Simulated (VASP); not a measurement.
# MoS2 (P-3m1) in VASP: notebook

Runs on MoS2. Level: PBE+D3(BJ). Tasks: single point.

Everything below comes from runs of VASP 6.6.1. Logs are shortened: lines on timing, memory, paths and dates and some standing lists are left out, and cuts for length are marked.

**1. The cell of the first run**

The typed cell holds 6 atoms: a = 3.055 Å, b = 3.055 Å, c = 13.184 Å, α = 90.00°, β = 90.00°, γ = 120.00°.

**2. Single point, PBE+D3(BJ)**

INCAR

```
  PREC = Accurate
  ENCUT = 520
  EDIFF = 1E-6
  ISMEAR = 0
  SIGMA = 0.05
  LREAL = False
  LASPH = True
  NELM = 100
  ALGO = Normal
  ISIF = 2
  LWAVE = False
  LCHARG = False
  GGA = PE
  IVDW = 12
  NBANDS = 35
```

KPOINTS

```
Automatic mesh
0
Gamma
  12 12 4
```

POSCAR

```
MoS2
1.0
    3.0549000000      0.0000000000      0.0000000000
   -1.5274500000      2.6456210060      0.0000000000
    0.0000000000      0.0000000000     13.1844000000
Mo S
2 4
Direct
    0.6666666667      0.3333333333      0.2501439769
    0.3333333333      0.6666666667      0.7498560231
    0.3333333333      0.6666666667      0.3795985159
    0.6666666667      0.3333333333      0.8793132861
    0.3333333333      0.6666666667      0.1206867139
    0.6666666667      0.3333333333      0.6204014841
```

Potentials or basis: VASP PAW PBE potentials, release 64 (Mo_sv, S).

Run with:

```
> cat potpaw_PBE.64/Mo_sv/POTCAR potpaw_PBE.64/S/POTCAR > POTCAR
> mpirun -np 1 vasp_std > vasp.out
```

OUTCAR:

```text
PREC = Accurate
   ENCUT = 520
   EDIFF = 1E-6
   ISMEAR = 0
   LREAL = False
   LASPH = True
   NELM = 100
   ISIF = 2
   GGA = PE
   IVDW = 12
 IVDW          = 12

 ion  position               nearest neighbor table
   1  0.667  0.333  0.250-   3 2.45   3 2.45   3 2.45   5 2.45   5 2.45   5 2.45
   2  0.333  0.667  0.750-   6 2.45   6 2.45   6 2.45   4 2.45   4 2.45   4 2.45
   3  0.333  0.667  0.380-   1 2.45   1 2.45   1 2.45
   4  0.667  0.333  0.879-   2 2.45   2 2.45   2 2.45
   5  0.333  0.667  0.121-   1 2.45   1 2.45   1 2.45
   6  0.667  0.333  0.620-   2 2.45   2 2.45   2 2.45

  LATTYP: Found a hexagonal cell.
 ALAT       =     3.0549000000
 C/A-ratio  =     4.3158204851

  Lattice vectors:

 A1 = (   3.0549000000,   0.0000000000,   0.0000000000)
 A2 = (  -1.5274500000,   2.6456210060,   0.0000000000)
 A3 = (   0.0000000000,   0.0000000000,  13.1844000000)

Analysis of symmetry for initial positions (statically):
=====================================================================
 Subroutine PRICEL returns:
 Original cell was already a primitive cell.

 Routine SETGRP: Setting up the symmetry group for a
 hexagonal supercell.

 Subroutine GETGRP returns: Found 12 space group operations
 (whereof 12 operations were pure point group operations)
 out of a pool of 24 trial point group operations.

The static configuration has the point symmetry D_3d.

Analysis of symmetry for dynamics (positions and initial velocities):
=====================================================================
 Subroutine PRICEL returns:
 Original cell was already a primitive cell.

 Routine SETGRP: Setting up the symmetry group for a
 hexagonal supercell.

 Subroutine GETGRP returns: Found 12 space group operations
 (whereof 12 operations were pure point group operations)
 out of a pool of 24 trial point group operations.

The dynamic configuration has the point symmetry D_3d.

 Subroutine INISYM returns: Found 12 space group operations
 (whereof 12 operations are pure point group operations),
 and found     1 'primitive' translations

----------------------------------------------------------------------------------------

                                     Primitive cell

  volume of cell :     106.5577

  direct lattice vectors                    reciprocal lattice vectors
     3.054900000  0.000000000  0.000000000     0.327342957  0.188991544  0.000000000
    -1.527450000  2.645621006  0.000000000     0.000000000  0.377983089  0.000000000
     0.000000000  0.000000000 13.184400000     0.000000000  0.000000000  0.075847213

  length of vectors
     3.054900000  3.054900000 13.184400000     0.377983089  0.377983089  0.075847213

  position of ions in fractional coordinates (direct lattice)
     0.666666667  0.333333333  0.250143977
     0.333333333  0.666666667  0.749856023
     0.333333333  0.666666667  0.379598516
     0.666666667  0.333333333  0.879313286
     0.333333333  0.666666667  0.120686714
     0.666666667  0.333333333  0.620401484

  ion indices of the primitive-cell ions
   primitive index   ion index
                 1           1
                 2           2
                 3           3
                 4           4
                 5           5
                 6           6

----------------------------------------------------------------------------------------

 KPOINTS: Automatic mesh

Automatic generation of k-mesh.
 Grid dimensions read from file:
 generate k-points for:   12   12    4

 Generating k-lattice:

  Cartesian coordinates                     Fractional coordinates (reciprocal lattice)
     0.027278580  0.015749295  0.000000000     0.083333333  0.000000000  0.000000000
     0.000000000  0.031498591  0.000000000     0.000000000  0.083333333  0.000000000
     0.000000000  0.000000000  0.018961803     0.000000000  0.000000000  0.250000000

  Length of vectors
     0.031498591  0.031498591  0.018961803

  Shift w.r.t. Gamma in fractional coordinates (k-lattice)
     0.000000000  0.000000000  0.000000000

 Subroutine IBZKPT returns following result:
 ===========================================

 Found     69 irreducible k-points:

 Following reciprocal coordinates:
            Coordinates               Weight
  0.000000  0.000000  0.000000      1.000000
  0.083333  0.000000  0.000000      6.000000
  0.166667  0.000000  0.000000      6.000000
  0.250000  0.000000  0.000000      6.000000
  0.333333  0.000000  0.000000      6.000000
  0.416667 -0.000000  0.000000      6.000000
[... 16 lines left out ...]
  0.166667  0.000000  0.250000      6.000000
  0.000000  0.166667  0.250000      6.000000
 [... further k-points ...]
   k-points           NKPTS =     69   k-points in BZ     NKDIM =     69   number of bands    NBANDS=     35
   number of dos      NEDOS =    301   number of ions     NIONS =      6
   total plane-waves  NPLWV =  56448
   dimension x,y,z NGX =    24 NGY =   24 NGZ =   98
   dimension x,y,z NGXF=    48 NGYF=   48 NGZF=  196
   ions per type =               2   4
   NGX,Y,Z   is equivalent  to a cutoff of  13.06, 13.06, 12.36 a.u.
   NGXF,Y,Z  is equivalent  to a cutoff of  26.12, 26.12, 24.71 a.u.
 SYSTEM =  unknown system
   PREC   = accura    normal or accurate (medium, high low for compatibility)
   ISTART =      0    job   : 0-new  1-cont  2-samecut
   ICHARG =      2    charge: 1-file 2-atom 10-const
   ISPIN  =      1    spin polarized calculation?
   LNONCOLLINEAR =      F non collinear calculations
   LSORBIT =      F    spin-orbit coupling
   LASPH  =      T    aspherical Exc in radial PAW
   ENCUT  =  520.0 eV  38.22 Ry    6.18 a.u.   5.68  5.68 24.51*2*pi/ulx,y,z
   NELM   =    100;   NELMIN=  2; NELMDL= -5     # of ELM steps
   EDIFF  = 0.1E-05   stopping-criterion for ELM
   LREAL  =      F    real-space projection
   EDIFFG = 0.1E-04   stopping-criterion for IOM
   NSW    =      0    number of steps for IOM
[... 5 lines left out ...]
   TEBEG  =    0.0;   TEEND  =   0.0 temperature during run
   PSTRESS=    0.0 pullay stress
   NELECT =      52.0000    total number of electrons
   NUPDOWN=      -1.0000    fix difference up-down
   EMIN   =  10.00;   EMAX   =-10.00  energy-range for DOS
   EFERMI =   0.00;   METHOD = LEGACY
   ISMEAR =     0;   SIGMA  =   0.05  broadening in eV -4-tet -1-fermi 0-gaus
   EFERMI_NEDOS =   21; number of points for ismear=-14 and -15
   IALGO  =     38    algorithm
   IMIX   =      4    mixing-type and parameters
     AMIX     =   0.40;   BMIX     =  1.00
     AMIX_MAG =   1.60;   BMIX_MAG =  1.00
  volume/ion in A,a.u.               =      17.76       119.85
  Fermi-wavevector in a.u.,A,eV,Ry     =   1.288885  2.435640 22.602343  1.661225
  Thomas-Fermi vector in A             =   2.420812
   LORBIT       =      0    0 simple, 1 ext, 2 COOP (PROOUT), +10 PAW based schemes
   GGA     = PE    functional components
   LHFCALC =     F    Hartree Fock is set to
   AEXX    =    0.0000 exact exchange contribution
   IVDW    =    12    specifies the selected vdW correction
   LEPSILON=     F    determine dielectric tensor
   LRPA    =     F    only Hartree local field effects (RPA)
 non-spin polarized calculation
 Gauss-broadening in eV      SIGMA  =   0.05
  energy-cutoff  :      520.00
  volume of cell :      106.56
 maximum number of plane-waves:      2888
 NGX is ok and might be reduce to    24
   NGX = 11   NGY = 11   NGZ = 49

 number of electron      52.0000003 magnetization

 Free energy of the ion-electron system (eV)
  ---------------------------------------------------
  ext. energy  EPLUGINS =         0.00000000
  ---------------------------------------------------
  free energy    TOTEN  =       -42.99204644 eV

  energy without entropy =      -42.99204644  energy(sigma->0) =      -42.99204644

 E-fermi :   7.4037     XC(G=0): -10.8694

 val. band max:        7.0432631427   @ k =   0.3333   0.3333   0.0000
 cond. band min:       7.9655112853   @ k =   0.1667   0.1667   0.0000
 fundamental gap:      0.9222481425
 Fermi energy:         7.4036532029

 k-point     1 :       0.0000    0.0000    0.0000
  band No.  band energies     occupation
      1     -53.8987      2.00000
      2     -53.8987      2.00000
      3     -28.0858      2.00000
      4     -28.0857      2.00000
      5     -27.7061      2.00000
      6     -27.7061      2.00000
[... 27 lines left out ...]
     34       9.9617      0.00000
     35      13.6757      0.00000

 k-point     2 :       0.0833    0.0000    0.0000
  band No.  band energies     occupation
      1     -53.8946      2.00000
      2     -53.8946      2.00000
      3     -28.0790      2.00000
      4     -28.0789      2.00000
      5     -27.7421      2.00000
      6     -27.7421      2.00000
[... 27 lines left out ...]
     34      10.1286      0.00000
     35      14.0942      0.00000

 k-point     3 :       0.1667    0.0000    0.0000
  band No.  band energies     occupation
      1     -53.8835      2.00000
      2     -53.8835      2.00000
      3     -28.0603      2.00000
      4     -28.0603      2.00000
      5     -27.8396      2.00000
      6     -27.8396      2.00000
[... 27 lines left out ...]
     34      10.4756      0.00000
     35      14.5829      0.00000
[... 723 lines left out ...]
 k-point    23 :       0.1667    0.0000    0.2500
  band No.  band energies     occupation
      1     -53.8835      2.00000
      2     -53.8835      2.00000
      3     -28.0603      2.00000
      4     -28.0603      2.00000
      5     -27.8396      2.00000
      6     -27.8396      2.00000
[... 27 lines left out ...]
     34      10.4609      0.00000
     35      14.6716      0.00000

 k-point    24 :       0.0000    0.1667    0.2500
  band No.  band energies     occupation
      1     -53.8835      2.00000
      2     -53.8835      2.00000
      3     -28.0603      2.00000
      4     -28.0603      2.00000
      5     -27.8396      2.00000
      6     -27.8396      2.00000
[... 27 lines left out ...]
     34      10.4609      0.00000
     35      14.6705      0.00000

 [... further k-points ...]

------------------------ aborting loop because EDIFF is reached ----------------------------------------

 Edisp (eV)   -2.55780

 E8    (eV) :    -1.0324

  FORCE on cell =-STRESS in cart. coord.  units (eV):
  Direction    XX          YY          ZZ          XY          YZ          ZX
  --------------------------------------------------------------------------------------
  -------------------------------------------------------------------------------------
  Total       1.79161     1.79161   -13.11337    -0.00000     0.00000     0.00000
  in kB      26.93823    26.93823  -197.16957    -0.00000     0.00000     0.00000
  external pressure =      -47.76 kB  Pullay stress =        0.00 kB

 VOLUME and BASIS-vectors are now :
 -----------------------------------------------------------------------------
  energy-cutoff  :      520.00
  volume of cell :      106.56
      direct lattice vectors                 reciprocal lattice vectors
     3.054900000  0.000000000  0.000000000     0.327342957  0.188991544  0.000000000
    -1.527450000  2.645621006  0.000000000     0.000000000  0.377983089  0.000000000
     0.000000000  0.000000000 13.184400000     0.000000000  0.000000000  0.075847213

 POSITION                                       TOTAL-FORCE (eV/Angst)
 -----------------------------------------------------------------------------------
      1.52745      0.88187      3.29800        -0.000000      0.000000     -0.000739
     -0.00000      1.76375      9.88640         0.000000     -0.000000      0.000739
     -0.00000      1.76375      5.00478        -0.000000     -0.000000     -1.717840
      1.52745      0.88187     11.59322         0.000000      0.000000     -1.717196
     -0.00000      1.76375      1.59118        -0.000000      0.000000      1.717196
      1.52745      0.88187      8.17962         0.000000      0.000000      1.717840
 -----------------------------------------------------------------------------------
    total drift:                                0.000000      0.000000      0.000000

  FREE ENERGIE OF THE ION-ELECTRON SYSTEM (eV)
  ---------------------------------------------------
  free  energy   TOTEN  =       -45.5498429561 eV

  energy  without entropy=      -45.5498429561  energy(sigma->0) =      -45.54984296
```

Wall time 2.3 min (1 thread of Intel Xeon Platinum 8488C (Sapphire Rapids), shared host); peak memory 0.35 GiB.

What came out:

- Free energy: -45.5498 eV
- Pressure: -4.8 GPa
- Largest force: 1.718 eV/Å
- Band gap on the k mesh: 0.92 eV (least direct gap 1.66 eV)
- Dispersion energy per atom: -0.426 eV

Forces on the atoms (eV/Å):
```
Mo   0.000  0.000 -0.001
Mo   0.000  0.000  0.001
S    0.000  0.000 -1.718
S    0.000  0.000 -1.717
S    0.000  0.000  1.717
S    0.000  0.000  1.718
```

Caveat: the stress differs along the axes, from -20 to 3 GPa; forces of over 1 eV/Å act on the atoms, so gaps and moduli don't describe the material at rest. A k mesh can miss the band edges.

(Continued in part 2 of 2.)
